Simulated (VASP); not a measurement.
# CuSn3 (I4/mmm) in VASP: single point with LDA

Aim: the single point of CuSn3 with LDA.

Program: VASP 6.6.1. These are calculated values, not measurements. Logs are shortened: lines on timing, memory, paths and dates and some standing lists are left out, and cuts for length are marked.

## Step 1: The cell of the first run

It takes space group I4/mmm (No. 139, tetragonal). Conventional cell: a = 4.480 Å, b = 4.480 Å, c = 9.741 Å, α = 90.00°, β = 90.00°, γ = 90.00°. Cu (site symmetry 4/mmm) has 12 Sn at 3.17 to 3.31 Å within 4.2 Å. Sn (site symmetry -4m2) has 8 Sn at 3.17 to 3.31 Å and 4 Cu at 3.31 Å within 4.2 Å. Within 4.2 Å of Sn (site symmetry 4/mmm) lie 4 Cu at 3.17 Å and 8 Sn at 3.31 Å.

## Step 2: Single point, LDA

INCAR reads:

```
SYSTEM = CuSn3
PREC = Accurate
ENCUT = 520
EDIFF = 1E-7
ISMEAR = -1
SIGMA = 0.1
LREAL = .False.
LASPH = .True.
NELM = 100
ALGO = Normal
ISIF = 2
LWAVE = .False.
LCHARG = .False.
GGA = CA
NBANDS = 34
```

KPOINTS reads:

```
regular mesh
0
Gamma
  7 7 7
  0 0 0
```

POSCAR reads:

```
CuSn3
1.0
   -2.2399030000      2.2399030000      4.8707040000
    2.2399030000     -2.2399030000      4.8707040000
    2.2399030000      2.2399030000     -4.8707040000
Cu Sn
1 3
Direct
    0.0000000000      0.0000000000      0.0000000000
    0.7500000000      0.2500000000      0.5000000000
    0.2500000000      0.7500000000      0.5000000000
    0.5000000000      0.5000000000      0.0000000000
```

Potentials or basis: VASP PAW LDA potentials, release 64 (Cu, Sn_d).

Run with:

```console
$ cat potpaw_LDA.64/Cu/POTCAR potpaw_LDA.64/Sn_d/POTCAR > POTCAR
$ mpirun -np 1 vasp_std > vasp.out
```

OUTCAR:

```text
SYSTEM = CuSn3
   PREC = Accurate
   ENCUT = 520
   EDIFF = 1E-7
   ISMEAR = -1
   LREAL = .False.
   LASPH = .True.
   NELM = 100
   ISIF = 2
   GGA = CA

 ion  position               nearest neighbor table
   1  0.000  0.000  0.000-   4 3.17   4 3.17   4 3.17   4 3.17
   2  0.750  0.250  0.500-   3 3.17   3 3.17   3 3.17   3 3.17   4 3.31   4 3.31   4 3.31   4 3.31

   3  0.250  0.750  0.500-   2 3.17   2 3.17   2 3.17   2 3.17   4 3.31   4 3.31   4 3.31   4 3.31

   4  0.500  0.500  0.000-   1 3.17   1 3.17   1 3.17   1 3.17   3 3.31   2 3.31   3 3.31   2 3.31
                             3 3.31   3 3.31   2 3.31   2 3.31

  LATTYP: Found a body centered tetragonal cell.
 ALAT       =     4.4798060000
 C/A-ratio  =     2.1745155929

  Lattice vectors:

 A1 = (  -2.2399030000,   2.2399030000,   4.8707040000)
 A2 = (   2.2399030000,  -2.2399030000,   4.8707040000)
 A3 = (   2.2399030000,   2.2399030000,  -4.8707040000)

Analysis of symmetry for initial positions (statically):
=====================================================================
 Subroutine PRICEL returns:
 Original cell was already a primitive cell.

 Routine SETGRP: Setting up the symmetry group for a
 body centered tetragonal supercell.

 Subroutine GETGRP returns: Found 16 space group operations
 (whereof 16 operations were pure point group operations)
 out of a pool of 16 trial point group operations.

The static configuration has the point symmetry D_4h.

Analysis of symmetry for dynamics (positions and initial velocities):
=====================================================================
 Subroutine PRICEL returns:
 Original cell was already a primitive cell.

 Routine SETGRP: Setting up the symmetry group for a
 body centered tetragonal supercell.

 Subroutine GETGRP returns: Found 16 space group operations
 (whereof 16 operations were pure point group operations)
 out of a pool of 16 trial point group operations.

The dynamic configuration has the point symmetry D_4h.

 Subroutine INISYM returns: Found 16 space group operations
 (whereof 16 operations are pure point group operations),
 and found     1 'primitive' translations

----------------------------------------------------------------------------------------

                                     Primitive cell

  volume of cell :      97.7485

  direct lattice vectors                    reciprocal lattice vectors
    -2.239903000  2.239903000  4.870704000     0.000000000  0.223223952  0.102654565
     2.239903000 -2.239903000  4.870704000     0.223223952  0.000000000  0.102654565
     2.239903000  2.239903000 -4.870704000     0.223223952  0.223223952  0.000000000

  length of vectors
     5.810171112  5.810171112  5.810171112     0.245696749  0.245696749  0.315686341

  position of ions in fractional coordinates (direct lattice)
     0.000000000  0.000000000  0.000000000
     0.750000000  0.250000000  0.500000000
     0.250000000  0.750000000  0.500000000
     0.500000000  0.500000000  0.000000000

  ion indices of the primitive-cell ions
   primitive index   ion index
                 1           1
                 2           2
                 3           3
                 4           4

----------------------------------------------------------------------------------------

 KPOINTS: regular mesh

Automatic generation of k-mesh.
 Grid dimensions read from file:
 generate k-points for:    7    7    7

 Generating k-lattice:

  Cartesian coordinates                     Fractional coordinates (reciprocal lattice)
     0.000000000  0.031889136  0.014664938     0.142857143  0.000000000 -0.000000000
     0.031889136  0.000000000  0.014664938     0.000000000  0.142857143 -0.000000000
     0.031889136  0.031889136  0.000000000     0.000000000  0.000000000  0.142857143

  Length of vectors
     0.035099536  0.035099536  0.045098049

  Shift w.r.t. Gamma in fractional coordinates (k-lattice)
     0.000000000  0.000000000  0.000000000

 Subroutine IBZKPT returns following result:
 ===========================================

 Found     40 irreducible k-points:

 Following reciprocal coordinates:
            Coordinates               Weight
  0.000000  0.000000  0.000000      1.000000
  0.142857  0.000000 -0.000000      8.000000
  0.285714  0.000000  0.000000      8.000000
  0.428571  0.000000 -0.000000      8.000000
  0.142857  0.142857 -0.000000      8.000000
  0.285714  0.142857  0.000000     16.000000
[... 16 lines left out ...]
 -0.142857  0.285714  0.142857      8.000000
 -0.428571  0.428571  0.142857      8.000000
 [... further k-points ...]
   k-points           NKPTS =     40   k-points in BZ     NKDIM =     40   number of bands    NBANDS=     34
   number of dos      NEDOS =    301   number of ions     NIONS =      4
   total plane-waves  NPLWV = 110592
   dimension x,y,z NGX =    48 NGY =   48 NGZ =   48
   dimension x,y,z NGXF=    96 NGYF=   96 NGZF=   96
   ions per type =               1   3
   NGX,Y,Z   is equivalent  to a cutoff of  13.73, 13.73, 13.73 a.u.
   NGXF,Y,Z  is equivalent  to a cutoff of  27.47, 27.47, 27.47 a.u.
 SYSTEM =  CuSn3
   PREC   = accura    normal or accurate (medium, high low for compatibility)
   ISTART =      0    job   : 0-new  1-cont  2-samecut
   ICHARG =      2    charge: 1-file 2-atom 10-const
   ISPIN  =      1    spin polarized calculation?
   LNONCOLLINEAR =      F non collinear calculations
   LSORBIT =      F    spin-orbit coupling
   LASPH  =      T    aspherical Exc in radial PAW
   ENCUT  =  520.0 eV  38.22 Ry    6.18 a.u.  10.80 10.80 10.80*2*pi/ulx,y,z
   NELM   =    100;   NELMIN=  2; NELMDL= -5     # of ELM steps
   EDIFF  = 0.1E-06   stopping-criterion for ELM
   LREAL  =      F    real-space projection
   EDIFFG = 0.1E-05   stopping-criterion for IOM
   NSW    =      0    number of steps for IOM
   IBRION =     -1    ionic relax: 0-MD 1-quasi-New 2-CG
   NFREE  =      0    steps in history (QN), initial steepest desc. (CG)
   ISIF   =      2    stress and relaxation
   ISYM   =      2    0-nonsym 1-usesym 2-fastsym
   POTIM  = 0.5000    time-step for ionic-motion
   TEBEG  =    0.0;   TEEND  =   0.0 temperature during run
   PSTRESS=    0.0 pullay stress
   NELECT =      53.0000    total number of electrons
   NUPDOWN=      -1.0000    fix difference up-down
   EMIN   =  10.00;   EMAX   =-10.00  energy-range for DOS
   EFERMI =   0.00;   METHOD = LEGACY
   ISMEAR =    -1;   SIGMA  =   0.10  broadening in eV -4-tet -1-fermi 0-gaus
   EFERMI_NEDOS =   21; number of points for ismear=-14 and -15
   IALGO  =     38    algorithm
   IMIX   =      4    mixing-type and parameters
     AMIX     =   0.40;   BMIX     =  1.00
     AMIX_MAG =   1.60;   BMIX_MAG =  1.00
  volume/ion in A,a.u.               =      24.44       164.91
  Fermi-wavevector in a.u.,A,eV,Ry     =   1.334945  2.522680 24.246649  1.782078
  Thomas-Fermi vector in A             =   2.463687
   LORBIT       =      0    0 simple, 1 ext, 2 COOP (PROOUT), +10 PAW based schemes
   GGA     = CA    functional components
   LHFCALC =     F    Hartree Fock is set to
   AEXX    =    0.0000 exact exchange contribution
   IVDW    =     0    specifies the selected vdW correction
   LEPSILON=     F    determine dielectric tensor
   LRPA    =     F    only Hartree local field effects (RPA)
 non-spin polarized calculation
  energy-cutoff  :      520.00
  volume of cell :       97.75
 maximum number of plane-waves:      2662
 NGX is ok and might be reduce to    48
   NGX = 21   NGY = 21   NGZ = 21

 number of electron      53.0000000 magnetization

 Free energy of the ion-electron system (eV)
  ---------------------------------------------------
  ext. energy  EPLUGINS =         0.00000000
  ---------------------------------------------------
  free energy    TOTEN  =       -16.96940764 eV

  energy without entropy =      -16.89560055  energy(sigma->0) =      -16.93250409

 E-fermi :   7.3018     XC(G=0): -10.7196

 val. band max:        7.2976361366   @ k =  -0.4286   0.4286   0.1429
 cond. band min:       7.3090269361   @ k =  -0.4286   0.2857   0.0000
 fundamental gap:      0.0113907995
 Fermi energy:         7.3018448353

 k-point     1 :       0.0000    0.0000    0.0000
  band No.  band energies     occupation
      1     -14.3254      2.00000
      2     -14.2115      2.00000
      3     -14.2103      2.00000
      4     -14.1586      2.00000
      5     -14.1586      2.00000
      6     -14.1503      2.00000
[... 26 lines left out ...]
     33      11.6321      0.00000
     34      15.1813      0.00000

 k-point     2 :       0.1429    0.0000   -0.0000
  band No.  band energies     occupation
      1     -14.3071      2.00000
      2     -14.2094      2.00000
      3     -14.1989      2.00000
      4     -14.1726      2.00000
      5     -14.1683      2.00000
      6     -14.1374      2.00000
[... 26 lines left out ...]
     33      11.0258      0.00000
     34      15.6651      0.00000

 k-point     3 :       0.2857    0.0000    0.0000
  band No.  band energies     occupation
      1     -14.2556      2.00000
      2     -14.2013      2.00000
      3     -14.1867      2.00000
      4     -14.1733      2.00000
      5     -14.1596      2.00000
      6     -14.1251      2.00000
[... 26 lines left out ...]
     33      11.9695      0.00000
     34      14.0419      0.00000

 k-point     4 :       0.4286    0.0000   -0.0000
  band No.  band energies     occupation
      1     -14.1982      2.00000
      2     -14.1897      2.00000
      3     -14.1765      2.00000
      4     -14.1425      2.00000
      5     -14.1355      2.00000
      6     -14.1208      2.00000
[... 26 lines left out ...]
     33      12.3247      0.00000
     34      12.4209      0.00000

 k-point     5 :       0.1429    0.1429   -0.0000
  band No.  band energies     occupation
      1     -14.2941      2.00000
      2     -14.2126      2.00000
      3     -14.1852      2.00000
      4     -14.1808      2.00000
      5     -14.1778      2.00000
      6     -14.1327      2.00000
[... 621 lines left out ...]
 k-point    22 :      -0.2857    0.2857    0.1429
  band No.  band energies     occupation
      1     -14.2091      2.00000
      2     -14.1839      2.00000
      3     -14.1727      2.00000
      4     -14.1615      2.00000
      5     -14.1401      2.00000
      6     -14.1311      2.00000
[... 26 lines left out ...]
     33      12.0868      0.00000
     34      13.9740      0.00000

 k-point    23 :      -0.1429    0.2857    0.1429
  band No.  band energies     occupation
      1     -14.1878      2.00000
      2     -14.1793      2.00000
      3     -14.1788      2.00000
      4     -14.1555      2.00000
      5     -14.1366      2.00000
      6     -14.1298      2.00000
[... 26 lines left out ...]
     33      13.3341      0.00000
     34      13.5196      0.00000

 k-point    24 :      -0.4286    0.4286    0.1429
  band No.  band energies     occupation
      1     -14.2292      2.00000
      2     -14.1964      2.00000
      3     -14.1936      2.00000
      4     -14.1836      2.00000
      5     -14.1542      2.00000
      6     -14.1305      2.00000
[... 26 lines left out ...]
     33      13.1138      0.00000
     34      14.2837      0.00000

 [... further k-points ...]

------------------------ aborting loop because EDIFF is reached ----------------------------------------

  FORCE on cell =-STRESS in cart. coord.  units (eV):
  Direction    XX          YY          ZZ          XY          YZ          ZX
  --------------------------------------------------------------------------------------
  -------------------------------------------------------------------------------------
  Total       -3.3784302     -3.3784302     -3.2567182      0.0000000      0.0000000      0.0000000
  in kB      -55.3752097    -55.3752097    -53.3802505      0.0000000      0.0000000      0.0000000
  external PRESSURE =     -54.7102233 kB  Pullay stress =       0.0000000 kB

 VOLUME and BASIS-vectors are now :
 -----------------------------------------------------------------------------
  energy-cutoff  :      520.00
  volume of cell :       97.75
      direct lattice vectors                 reciprocal lattice vectors
    -2.239903000  2.239903000  4.870704000     0.000000000  0.223223952  0.102654565
     2.239903000 -2.239903000  4.870704000     0.223223952  0.000000000  0.102654565
     2.239903000  2.239903000 -4.870704000     0.223223952  0.223223952  0.000000000

 POSITION                                       TOTAL-FORCE (eV/Angst)
 -----------------------------------------------------------------------------------
      0.00000      0.00000      0.00000         0.000000      0.000000      0.000000
      0.00000      2.23990      2.43535        -0.000000     -0.000000     -0.000000
      2.23990      0.00000      2.43535        -0.000000      0.000000     -0.000000
      0.00000      0.00000      4.87070         0.000000      0.000000      0.000000
 -----------------------------------------------------------------------------------
    total drift:                                0.000000     -0.000000      0.000000

  FREE ENERGIE OF THE ION-ELECTRON SYSTEM (eV)
  ---------------------------------------------------
  free  energy   TOTEN  =       -16.9694076382 eV

  energy  without entropy=      -16.8956005481  energy(sigma->0) =      -16.93250409
```

Run time: 3.2 min. Hardware: 1 thread of Intel Xeon Platinum 8259CL at 2.50GHz (Skylake/Cascade Lake), shared host; peak memory 0.31 GiB.

What came out:

```yaml
Free_energy: -16.9694 eV
Pressure: -5.5 GPa
```

Stress tensor (GPa, compression positive):
```
-5.54  0.00  0.00
 0.00 -5.54  0.00
 0.00  0.00 -5.34
```

Levels at points of the mesh, in eV from the Fermi level:
```tsv
k point	band 22	band 23	band 24	band 25	band 26	band 27	band 28	band 29	band 30	band 31
(0.00, 0.00, 0.00)	-2.71	-2.44	-2.13	-1.09	-1.09	-0.18	-0.18	0.35	1.38	1.46
```

Caveat: spin-orbit coupling is left out, which moves the levels of the heavy elements.
